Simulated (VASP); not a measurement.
The system is AgRh.

```
Ag Rh
1.0
     2.77759    0.00000    0.00000
    -1.38879    2.40546    0.00000
     0.00000    0.00000    4.80860
Ag Rh
1 1
Direct
  0.00000 0.00000 0.50000
  0.66667 0.33333 0.00000
```

```yaml
Program: VASP 6.6.1
Task: relaxation of cell and atoms
Functional: PBE
Potentials_or_basis: VASP PAW PBE potentials, release 64 (Ag, Rh_pv)
Cutoff: 600 eV
k_mesh: 11 × 11 × 6
Occupations: fermi-dirac, width 0.05 eV
Spin: no spin polarisation
```

At the start: pressure -2.5 GPa; volume 16.06 Å³/atom.

Q: Where does the relaxation end?

A: Over 4 steps the energy falls by 2.3 meV/atom and the volume is 15.79 Å³/atom (-1.7 %); space group P-6m2 (No. 187, to 0.1 Å) before and after.

Step by step:
```
step  energy change (eV)  largest force (eV/Å)  pressure (GPa)  volume (Å³)
   1              0.0000                0.0000           -2.48        32.13
   2              0.0014                0.0000            3.25        30.98
   3             -0.0044                0.0000            0.05        31.59
   4             -0.0047                0.0000            0.02        31.58
```

Final structure:
```cif
data_structure
_symmetry_space_group_name_H-M 'P 1'
_symmetry_Int_Tables_number 1
_cell_length_a 2.7671
_cell_length_b 2.7671
_cell_length_c 4.7628
_cell_angle_alpha 90.000
_cell_angle_beta 90.000
_cell_angle_gamma 120.000
_cell_volume 31.58
loop_
_atom_site_label
_atom_site_type_symbol
_atom_site_fract_x
_atom_site_fract_y
_atom_site_fract_z
_atom_site_occupancy
Ag1 Ag 0.00000 0.00000 0.50000 1
Rh1 Rh 0.66667 0.33333 0.00000 1
```
